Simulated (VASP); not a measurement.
Here is a VASP 6.6.1 calculation.

Contents of INCAR:

```
ALGO = Fast ; EDIFF = 1E-7
ENCUT = 520 ; GGA = PE
ISIF = 2 ; ISMEAR = 0
LASPH = True ; LCHARG = False
LREAL = False ; LWAVE = False
NBANDS = 18 ; NELM = 100
PREC = Accurate ; SIGMA = 0.1
```

File KPOINTS:

```
k-points
0
Gamma
  24 24 12
```

POSCAR

```
Cu
1.0
    2.5166501653      0.0000000000      0.0000000000
   -1.2583250827      2.1794829756      0.0000000000
    0.0000000000      0.0000000000      4.2438504955
Cu
2
Direct
    0.3333333333      0.6666666667      0.2500000000
    0.6666666667      0.3333333333      0.7500000000
```

Potentials or basis: VASP PAW PBE potentials, release 64 (Cu).

Run with:

```bash
$ cat potpaw_PBE.64/Cu/POTCAR > POTCAR
$ mpirun -np 1 vasp_std > vasp.out
```

Problem. What does it give for the pressure?

Solution. 4.9 GPa.

Problem. Estimate the band gap on the k mesh.

Solution. Zero (band 11 reaches 12.02 eV, above the bottom of band 12 at 5.80 eV).

Stress tensor (GPa, compression positive):
```
6.83 0.00 0.00
0.00 6.83 0.00
0.00 0.00 1.19
```

Caveat: the cell differs from its parent crystal (biaxial strain in the a-b plane: -2.0 %).
